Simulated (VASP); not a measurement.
# Ga2As3 (R-3c) in VASP: single point with PBE

Aim: the single point of Ga2As3 with PBE.

Program: VASP 6.6.1. These are calculated values, not measurements. Logs are shortened: lines on timing, memory, paths and dates and some standing lists are left out, and cuts for length are marked.

## 1. The cell of the first run

Symmetry: R-3c, No. 167, trigonal system. The conventional cell has a = 6.151 Å, b = 6.151 Å, c = 21.330 Å, α = 90.00°, β = 90.00°, γ = 120.00°. Within 3.5 Å of Ga (site symmetry 3) lie 6 As at 2.67 to 2.73 Å. As (site symmetry 2) has 4 Ga at 2.67 to 2.73 Å and 2 As at 2.75 Å within 3.5 Å.

## 2. Single point, PBE

Input file INCAR:

```
SYSTEM = Ga2As3
PREC = Accurate ; ENCUT = 520
EDIFF = 1E-6 ; ISMEAR = 0
SIGMA = 0.1 ; LREAL = .FALSE.
LASPH = .TRUE. ; NELM = 60
ALGO = Normal ; ISIF = 2
LWAVE = .FALSE. ; LCHARG = .TRUE.
GGA = PE ; LELF = .TRUE.
LVHAR = .TRUE. ; NBANDS = 52
```

Input file KPOINTS:

```
Automatic mesh
0
G
  6 6 6
  0 0 0
```

Input file POSCAR:

```
Ga2As3
1.0
    3.0756177381      1.7757087290      7.1101563146
   -3.0756177381      1.7757087290      7.1101563146
    0.0000000000     -3.5514174580      7.1101563146
Ga As
4 6
Direct
    0.3544697494      0.3544697494      0.3544697494
    0.1455302506      0.1455302506      0.1455302506
    0.6455302506      0.6455302506      0.6455302506
    0.8544697494      0.8544697494      0.8544697494
    0.5077133841      0.9922866159      0.2500000000
    0.2500000000      0.5077133841      0.9922866159
    0.9922866159      0.2500000000      0.5077133841
    0.4922866159      0.0077133841      0.7500000000
    0.7500000000      0.4922866159      0.0077133841
    0.0077133841      0.7500000000      0.4922866159
```

Potentials or basis: VASP PAW PBE potentials, release 64 (Ga_d, As).

Run with:

```
$ cat potpaw_PBE.64/Ga_d/POTCAR potpaw_PBE.64/As/POTCAR > POTCAR
$ mpirun -np 1 vasp_std > vasp.out
```

OUTCAR:

```text
SYSTEM = Ga2As3
   PREC = Accurate
   ENCUT = 520
   EDIFF = 1E-6
   ISMEAR = 0
   LREAL = .FALSE.
   LASPH = .TRUE.
   NELM = 60
   ISIF = 2
   GGA = PE

 ion  position               nearest neighbor table
   1  0.354  0.354  0.354-   9 2.67   8 2.67  10 2.67   6 2.73   7 2.73   5 2.73
   2  0.146  0.146  0.146-  10 2.67   8 2.67   9 2.67   7 2.73   6 2.73   5 2.73
   3  0.646  0.646  0.646-   6 2.67   5 2.67   7 2.67   9 2.73  10 2.73   8 2.73
   4  0.854  0.854  0.854-   7 2.67   5 2.67   6 2.67  10 2.73   9 2.73   8 2.73
   5  0.508  0.992  0.250-   3 2.67   4 2.67   1 2.73   2 2.73   6 2.75   7 2.75
   6  0.250  0.508  0.992-   3 2.67   4 2.67   1 2.73   2 2.73   7 2.75   5 2.75
   7  0.992  0.250  0.508-   4 2.67   3 2.67   2 2.73   1 2.73   6 2.75   5 2.75
   8  0.492  0.008  0.750-   1 2.67   2 2.67   3 2.73   4 2.73  10 2.75   9 2.75
   9  0.750  0.492  0.008-   1 2.67   2 2.67   3 2.73   4 2.73  10 2.75   8 2.75
  10  0.008  0.750  0.492-   2 2.67   1 2.67   4 2.73   3 2.73   9 2.75   8 2.75

  LATTYP: Found a trigonal (rhomboedric) cell.
 ALAT       =     7.9477599850
 COS(alpha) =     0.7004942097

  Lattice vectors:

 A1 = (   3.0756177381,   1.7757087290,   7.1101563146)
 A2 = (  -3.0756177381,   1.7757087290,   7.1101563146)
 A3 = (   0.0000000000,  -3.5514174580,   7.1101563146)

Analysis of symmetry for initial positions (statically):
=====================================================================
 Subroutine PRICEL returns:
 Original cell was already a primitive cell.

 Routine SETGRP: Setting up the symmetry group for a
 trigonal (rhombohedral) supercell.

 Subroutine GETGRP returns: Found 12 space group operations
 (whereof  6 operations were pure point group operations)
 out of a pool of 12 trial point group operations.

The static configuration has the point symmetry S_6 .
 The point group associated with its full space group is D_3d.

Analysis of symmetry for dynamics (positions and initial velocities):
=====================================================================
 Subroutine PRICEL returns:
 Original cell was already a primitive cell.

 Routine SETGRP: Setting up the symmetry group for a
 trigonal (rhombohedral) supercell.

 Subroutine GETGRP returns: Found 12 space group operations
 (whereof  6 operations were pure point group operations)
 out of a pool of 12 trial point group operations.

The dynamic configuration has the point symmetry S_6 .
 The point group associated with its full space group is D_3d.

[... 122 lines left out ...]
   POTIM  = 0.5000    time-step for ionic-motion
   TEBEG  =    0.0;   TEEND  =   0.0 temperature during run
   PSTRESS=    0.0 pullay stress
   NELECT =      82.0000    total number of electrons
   NUPDOWN=      -1.0000    fix difference up-down
   EMIN   =  10.00;   EMAX   =-10.00  energy-range for DOS
   EFERMI =   0.00;   METHOD = LEGACY
   ISMEAR =     0;   SIGMA  =   0.10  broadening in eV -4-tet -1-fermi 0-gaus
   EFERMI_NEDOS =   21; number of points for ismear=-14 and -15
   IALGO  =     38    algorithm
   IMIX   =      4    mixing-type and parameters
     AMIX     =   0.40;   BMIX     =  1.00
     AMIX_MAG =   1.60;   BMIX_MAG =  1.00
  volume/ion in A,a.u.               =      23.30       157.23
  Fermi-wavevector in a.u.,A,eV,Ry     =   1.155849  2.184239 18.177221  1.335988
  Thomas-Fermi vector in A             =   2.292475
   LORBIT       =      0    0 simple, 1 ext, 2 COOP (PROOUT), +10 PAW based schemes
   GGA     = PE    functional components
   LHFCALC =     F    Hartree Fock is set to
   AEXX    =    0.0000 exact exchange contribution
   IVDW    =     0    specifies the selected vdW correction
   LEPSILON=     F    determine dielectric tensor
   LRPA    =     F    only Hartree local field effects (RPA)
 non-spin polarized calculation
 Gauss-broadening in eV      SIGMA  =   0.10
  energy-cutoff  :      520.00
  volume of cell :      232.99
 maximum number of plane-waves:      6327
   NGX = 29   NGY = 29   NGZ = 29

 number of electron      81.9999999 magnetization

 Free energy of the ion-electron system (eV)
  ---------------------------------------------------
  ext. energy  EPLUGINS =         0.00000000
  ---------------------------------------------------
  free energy    TOTEN  =       -38.02026213 eV

  energy without entropy =      -37.99922955  energy(sigma->0) =      -38.00974584

 E-fermi :   3.9384     XC(G=0):  -9.5589

 val. band max:        3.9328139006   @ k =   0.3333   0.0000   0.0000
 cond. band min:       3.9394726921   @ k =  -0.3333   0.3333   0.0000
 fundamental gap:      0.0066587915
 Fermi energy:         3.9384473064

 k-point     1 :       0.0000    0.0000    0.0000
  band No.  band energies     occupation
      1     -11.0223      2.00000
      2     -11.0223      2.00000
      3     -10.9868      2.00000
      4     -10.9785      2.00000
      5     -10.9785      2.00000
      6     -10.9682      2.00000
[... 1309 lines left out ...]
     51       8.3048      0.00000
     52       8.7034      0.00000

 [... further k-points ...]

------------------------ aborting loop because EDIFF is reached ----------------------------------------

  FORCE on cell =-STRESS in cart. coord.  units (eV):
  Direction    XX          YY          ZZ          XY          YZ          ZX
  --------------------------------------------------------------------------------------
  -------------------------------------------------------------------------------------
  Total        0.2662633      0.2662633      0.2644038      0.0000000     -0.0000000      0.0000000
  in kB        1.8309960      1.8309960      1.8182088      0.0000000     -0.0000000      0.0000000
  external PRESSURE =       1.8267336 kB  Pullay stress =       0.0000000 kB

 VOLUME and BASIS-vectors are now :
 -----------------------------------------------------------------------------
  energy-cutoff  :      520.00
  volume of cell :      232.99
      direct lattice vectors                 reciprocal lattice vectors
     3.075617738  1.775708729  7.110156315     0.162568967  0.093859237  0.046881295
    -3.075617738  1.775708729  7.110156315    -0.162568967  0.093859237  0.046881295
     0.000000000 -3.551417458  7.110156315     0.000000000 -0.187718474  0.046881295

 POSITION                                       TOTAL-FORCE (eV/Angst)
 -----------------------------------------------------------------------------------
      0.00000      0.00000      7.56101        -0.000000      0.000000      0.009666
      0.00000      0.00000      3.10423        -0.000000      0.000000     -0.009666
      0.00000      0.00000     13.76946        -0.000000      0.000000     -0.009666
      0.00000      0.00000     18.22624        -0.000000      0.000000      0.009666
     -1.49036      1.77571     12.44277         0.008683      0.000000     -0.000000
     -0.79263     -2.17855     12.44277        -0.004341      0.007519     -0.000000
      2.28299      0.40284     12.44277        -0.004341     -0.007519     -0.000000
      1.49036     -1.77571      8.88770        -0.008683      0.000000     -0.000000
      0.79263      2.17855      8.88770         0.004341     -0.007519     -0.000000
     -2.28299     -0.40284      8.88770         0.004341      0.007519     -0.000000
 -----------------------------------------------------------------------------------
    total drift:                               -0.000000      0.000000      0.000000

  FREE ENERGIE OF THE ION-ELECTRON SYSTEM (eV)
  ---------------------------------------------------
  free  energy   TOTEN  =       -38.0202621270 eV

  energy  without entropy=      -37.9992295519  energy(sigma->0) =      -38.00974584
```

OSZICAR:

```text
N       E                     dE             d eps       ncg     rms          rms(c)
DAV:   1     0.734002314325E+03    0.73400E+03   -0.35666E+04  3584   0.207E+03
DAV:   2     0.873116482172E+02   -0.64669E+03   -0.62066E+03  3600   0.571E+02
DAV:   3    -0.294282982691E+02   -0.11674E+03   -0.11140E+03  3992   0.170E+02
DAV:   4    -0.380227290937E+02   -0.85944E+01   -0.83807E+01  4088   0.443E+01
DAV:   5    -0.383068137141E+02   -0.28408E+00   -0.28300E+00  4064   0.811E+00    0.541E+00
DAV:   6    -0.380517647720E+02    0.25505E+00   -0.59590E-01  4624   0.810E+00    0.307E+00
DAV:   7    -0.380183767250E+02    0.33388E-01   -0.24820E-01  4020   0.240E+00    0.641E-01
DAV:   8    -0.380192617463E+02   -0.88502E-03   -0.57766E-02  4044   0.215E+00    0.175E-01
DAV:   9    -0.380198993354E+02   -0.63759E-03   -0.66970E-03  4036   0.814E-01    0.111E-01
DAV:  10    -0.380201099434E+02   -0.21061E-03   -0.13287E-03  3784   0.270E-01    0.374E-02
DAV:  11    -0.380202497698E+02   -0.13983E-03   -0.32930E-04  4436   0.869E-02    0.149E-02
DAV:  12    -0.380202595729E+02   -0.98031E-05   -0.29017E-05  4008   0.366E-02    0.327E-03
DAV:  13    -0.380202614629E+02   -0.18900E-05   -0.50833E-06  3204   0.993E-03    0.200E-03
DAV:  14    -0.380202621270E+02   -0.66404E-06   -0.87945E-07  2636   0.372E-03
   1 F= -.38020262E+02 E0= -.38009746E+02  d E =-.210326E-01
```

stdout:

```text
POSCAR found type information on POSCAR GaAs
 POSCAR found :  2 types and      10 ions
 scaLAPACK will be used
 LDA part: xc-table for (Slater+PW92), standard interpolation
 POSCAR, INCAR and KPOINTS ok, starting setup
 FFT: planning ... GRIDC
 FFT: planning ... GRID_SOFT
 FFT: planning ... GRID
 WAVECAR not read
 entering main loop
```

Wall time 4.9 min (1 thread of Intel Xeon 6975P-C (Granite Rapids), shared host); peak memory 0.66 GiB.

What came out:

```
Free energy            : -38.0203 eV
Pressure               : 0.2 GPa
Largest force          : 0.010 eV/Å
Band gap on the k mesh : zero (bands 41 and 42 overlap by 1.04 eV)
```

Forces in eV/Å, atoms in the order of the input:
```
Ga   0.000  0.000  0.010
Ga   0.000  0.000 -0.010
Ga   0.000  0.000 -0.010
Ga   0.000  0.000  0.010
As   0.009  0.000  0.000
As  -0.004  0.008  0.000
As  -0.004 -0.008  0.000
As  -0.009  0.000  0.000
As   0.004 -0.008  0.000
As   0.004  0.008  0.000
```
